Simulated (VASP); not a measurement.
Sc:

```
Sc
1.0
     0.00000    3.23174    3.23174
     3.23174    0.00000    3.23174
     3.23174    3.23174    0.00000
Sc
2
Direct
  0.12500 0.12500 0.12500
  0.87500 0.87500 0.87500
```

This isn't the form of Sc at room conditions, which is hcp.

| Quantity | Value |
| --- | --- |
| Program | VASP 6.6.1 |
| Task | relaxation of cell and atoms |
| Functional | BLYP |
| Potentials or basis | VASP PAW PBE potentials, release 64 (Sc_sv) |
| Cutoff | 600 eV |
| k mesh | 9 × 9 × 9 |
| Occupations | fermi-dirac, width 0.1 eV |
| Spin | no spin polarisation |

At the start: pressure 1.3 GPa; volume 33.75 Å³/atom.

Q: Where does the relaxation end?

A: Over 4 steps the energy falls by 25.6 meV/atom and the volume is 40.59 Å³/atom (+20.3 %); space group Fd-3m (No. 227, to 0.1 Å) before and after.

The path:
| step | energy change (eV) | largest force (eV/Å) | pressure (GPa) | volume (Å³) |
| --- | --- | --- | --- | --- |
| 1 | 0.0000 | 0.0000 | 1.33 | 67.51 |
| 2 | -0.0198 | 0.0000 | 0.96 | 70.28 |
| 3 | -0.0499 | 0.0000 | 0.16 | 79.06 |
| 4 | -0.0511 | 0.0000 | 0.00 | 81.18 |

Final structure:
```
Sc
1.0
     0.00000    3.43667    3.43667
     3.43667    0.00000    3.43667
     3.43667    3.43667    0.00000
Sc
2
Direct
  0.12500 0.12500 0.12500
  0.87500 0.87500 0.87500
```

Caveat: the volume moved by over 15 % at a fixed basis, so the end points are rough; the PAW data sets were made with another functional, which shifts forces and pressure a little.
